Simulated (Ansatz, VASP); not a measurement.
# Two plane-wave programs on Sc2GaS

```
Sc Ga S
1.0
     4.97197    0.00000    0.00000
    -2.48599    4.30585    0.00000
     0.00000    0.00000    5.00923
Sc Ga S
2 1 1
Direct
  0.33333 0.66667 0.00000
  0.66667 0.33333 0.00000
  0.00000 0.00000 0.00000
  0.00000 0.00000 0.50000
```

Alike in both runs: task single point; functional PBE; k mesh 6 × 6 × 4; occupations gaussian, width 0.1 eV; collinear spin.

```csv
,VASP,Ansatz
version,VASP 6.6.1,Ansatz 0.2.0
potentials or method,"VASP PAW PBE potentials, release 64 (Sc_sv, Ga_d, S), cutoff 500 eV","scalar-relativistic, plane waves, PAW"
valence electrons in the cell,41,41
```

|  | VASP | Ansatz | Ansatz less VASP |
| --- | --- | --- | --- |
| gap on the k mesh at the Fermi level (eV) | none | none | - |
| pressure (GPa) | 0.1 | 0.1 | -0.03 |
| traceless stress, the component that is largest in VASP (GPa) | 0.02 | 0.08 | +0.054 |
| net moment per atom (μB) | 0.06 | 0.05 | -0.005 |
| size of the moment on the site where the two differ most (μB) | 0.09 | 0.07 | -0.014 |

Site moments also hang on the region over which each program counts them. A gap of «none» marks a metal or a gap that the smearing closes.
